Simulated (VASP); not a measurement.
# FeO (F-43m) in VASP: further runs, part 2 of 2

VASP 6.6.1. The steps go on from the part before.

### 3 Single point, PBE, collinear spin, ferromagnetic start

This run uses another cell than the first one, of 12.97 Å³/atom, 1.021 times its volume.

File INCAR:

```
SYSTEM = FeO
  ALGO = Normal
  EDIFF = 1E-7
  ENCUT = 520
  GGA = PE
  ISIF = 2
  ISMEAR = -1
  ISPIN = 2
  LASPH = .TRUE.
  LCHARG = .TRUE.
  LELF = .TRUE.
  LMAXMIX = 4
  LORBIT = 11
  LREAL = .FALSE.
  LVHAR = .TRUE.
  LWAVE = .FALSE.
  MAGMOM = 3 0
  NBANDS = 18
  NELM = 150
  PREC = Accurate
  SIGMA = 0.05
```

File KPOINTS:

```
k-points
0
G
  10 10 10
  0 0 0
```

File POSCAR:

```
FeO
1.0
    0.0000000000      2.3496915246      2.3496915246
    2.3496915246      0.0000000000      2.3496915246
    2.3496915246      2.3496915246      0.0000000000
Fe O
1 1
Direct
    0.0000000000      0.0000000000      0.0000000000
    0.2500000000      0.2500000000      0.2500000000
```

Potentials or basis: VASP PAW PBE potentials, release 64 (Fe, O).

On the command line:

```sh
$ cat potpaw_PBE.64/Fe/POTCAR potpaw_PBE.64/O/POTCAR > POTCAR
$ mpirun -np 1 vasp_std > vasp.out
```

OUTCAR:

```text
SYSTEM = FeO
   EDIFF = 1E-7
   ENCUT = 520
   GGA = PE
   ISIF = 2
   ISMEAR = -1
   ISPIN = 2
   LASPH = .TRUE.
   LORBIT = 11
   LREAL = .FALSE.
   NELM = 150
   PREC = Accurate

 ion  position               nearest neighbor table
   1  0.000  0.000  0.000-   2 2.03   2 2.03   2 2.03   2 2.03
   2  0.250  0.250  0.250-   1 2.03   1 2.03   1 2.03   1 2.03

  LATTYP: Found a face centered cubic cell.
 ALAT       =     4.6993830492

  Lattice vectors:

 A1 = (   0.0000000000,   2.3496915246,   2.3496915246)
 A2 = (   2.3496915246,   0.0000000000,   2.3496915246)
 A3 = (   2.3496915246,   2.3496915246,   0.0000000000)

Analysis of symmetry for initial positions (statically):
=====================================================================
 Subroutine PRICEL returns:
[... 1220 lines left out ...]
  energy-cutoff  :      520.00
  volume of cell :       25.95
      direct lattice vectors                 reciprocal lattice vectors
     0.000000000  2.349691525  2.349691525    -0.212793890  0.212793890  0.212793890
     2.349691525  0.000000000  2.349691525     0.212793890 -0.212793890  0.212793890
     2.349691525  2.349691525  0.000000000     0.212793890  0.212793890 -0.212793890

 POSITION                                       TOTAL-FORCE (eV/Angst)
 -----------------------------------------------------------------------------------
      0.00000      0.00000      0.00000         0.000000      0.000000      0.000000
      1.17485      1.17485      1.17485        -0.000000     -0.000000     -0.000000
 -----------------------------------------------------------------------------------
    total drift:                                0.000001      0.000001      0.000001

  FREE ENERGIE OF THE ION-ELECTRON SYSTEM (eV)
  ---------------------------------------------------
  free  energy   TOTEN  =       -14.9388590731 eV

  energy  without entropy=      -14.9195811912  energy(sigma->0) =      -14.92922013

 total charge

# of ion       s       p       d       tot
------------------------------------------
    1        0.312   0.390   6.034   6.736
    2        1.552   3.423   0.000   4.976
--------------------------------------------------
tot          1.865   3.813   6.034  11.712

 magnetization (x)

# of ion       s       p       d       tot
------------------------------------------
    1        0.027   0.043   3.541   3.612
    2        0.020   0.273   0.000   0.294
--------------------------------------------------
tot          0.047   0.317   3.541   3.905
```

stdout:

```text
POSCAR found type information on POSCAR FeO
 POSCAR found :  2 types and       2 ions
 scaLAPACK will be used
 LDA part: xc-table for (Slater+PW92), standard interpolation
 POSCAR, INCAR and KPOINTS ok, starting setup
 FFT: planning ... GRIDC
 FFT: planning ... GRID_SOFT
 FFT: planning ... GRID
 WAVECAR not read
 entering main loop
```

Run time: 72 s. Hardware: 1 thread of Intel Xeon Platinum 8488C (Sapphire Rapids), shared host; peak memory 0.19 GiB.

Results:

| Property | Result |
| --- | --- |
| Free energy | -14.9389 eV |
| Pressure | -7.7 GPa |
| Band gap on the k mesh | zero (filled and empty bands overlap) |
| Net moment | 4.02 μB per cell |
| Site moments | Fe +3.61; O +0.29 μB |
| Valence electrons inside the program's atomic spheres | Fe 6.74; O 4.98 |

Caveat: a cell with one magnetic atom can't hold antiferromagnetic order, which such compounds often take; semilocal functionals often make such compounds metallic where correlation or magnetic order opens a gap, which also shifts bond lengths.

### 4 Single point, PBE, collinear spin, ferromagnetic start

This run uses another cell than the first one, of 13.24 Å³/atom, 1.043 times its volume.

File INCAR:

```
ALGO = Normal ; EDIFF = 1E-6
ENCUT = 520 ; GGA = PE
ISIF = 2 ; ISMEAR = -1
ISPIN = 2 ; LASPH = T
LCHARG = T ; LELF = T
LMAXMIX = 4 ; LORBIT = 11
LREAL = F ; LVHAR = T
LWAVE = F ; MAGMOM = 3 0
NBANDS = 18 ; NELM = 150
PREC = Accurate ; SIGMA = 0.05
```

File KPOINTS:

```
k-points
0
Gamma
  10 10 10
```

File POSCAR:

```
FeO
1.0
    0.0000000000      2.3658968058      2.3658968058
    2.3658968058      0.0000000000      2.3658968058
    2.3658968058      2.3658968058      0.0000000000
Fe O
1 1
Direct
    0.0000000000      0.0000000000      0.0000000000
    0.2500000000      0.2500000000      0.2500000000
```

On the command line:

```sh
$ cat potpaw_PBE.64/Fe/POTCAR potpaw_PBE.64/O/POTCAR > POTCAR
$ mpirun -np 1 vasp_std > vasp.out
```

It took 74 s on 1 thread of Intel Xeon Platinum 8488C (Sapphire Rapids), shared host; peak memory 0.19 GiB.

Results (log left out):

* Free energy: -14.9095 eV
* Pressure: -9.9 GPa
* Band gap on the k mesh: zero (filled and empty bands overlap)
* Net moment: 4.02 μB per cell
* Site moments: Fe +3.62; O +0.29 μB
* Valence electrons inside the program's atomic spheres: Fe 6.70; O 4.97

Levels at points of the mesh, in eV from the Fermi level:
Spin up:
| k point | band 6 | band 7 | band 8 | band 9 | band 10 | band 11 | band 12 | band 13 |
| --- | --- | --- | --- | --- | --- | --- | --- | --- |
| (0.00, 0.00, 0.00) | -3.51 | -0.88 | -0.55 | -0.55 | -0.55 | 12.36 | 12.36 | 12.36 |
| (0.50, 0.00, 0.00) | -3.36 | -3.19 | -1.35 | -1.35 | 4.29 | 5.67 | 11.88 | 11.88 |
| (0.50, 0.50, 0.00) | -3.25 | -2.73 | -2.43 | -2.43 | 4.09 | 8.06 | 9.58 | 12.20 |
Spin down:
```
           k point  band 2  band 3  band 4  band 5  band 6  band 7  band 8  band 9
(0.00, 0.00, 0.00)   -4.83   -4.83   -4.83   -0.30    0.14    0.14    2.17    2.17
(0.50, 0.00, 0.00)   -6.20   -4.62   -4.62    0.09    0.28    0.28    1.44    1.44
(0.50, 0.50, 0.00)   -6.17   -4.45   -4.45   -0.89    0.44    0.51    0.82    0.82
```

Caveat: a cell with one magnetic atom can't hold antiferromagnetic order, which such compounds often take; semilocal functionals often make such compounds metallic where correlation or magnetic order opens a gap, which also shifts bond lengths.

### 5 Summary

| cell | gap on the mesh (eV) | pressure (GPa) | moment (μB) |
| --- | --- | --- | --- |
| a = 3.300 Å, angles 60.0°, 2 atoms | none | -5.4 | 4.01 |
| a = 3.323 Å, angles 60.0°, 2 atoms | none | -7.7 | 4.02 |
| a = 3.346 Å, angles 60.0°, 2 atoms | none | -9.9 | 4.02 |

Alike in all rows: task single point; level PBE; potentials or basis VASP PAW PBE potentials, release 64 (Fe, O); spin collinear, ferromagnetic start; k mesh 10 × 10 × 10; cutoff (eV) 520; smearing fermi-dirac 0.05 eV.

Caveats: a cell with one magnetic atom can't hold antiferromagnetic order, which such compounds often take; semilocal functionals often make such compounds metallic where correlation or magnetic order opens a gap, which also shifts bond lengths.

Total energies depend on the potentials used, so only differences within one code and one set of settings carry meaning.
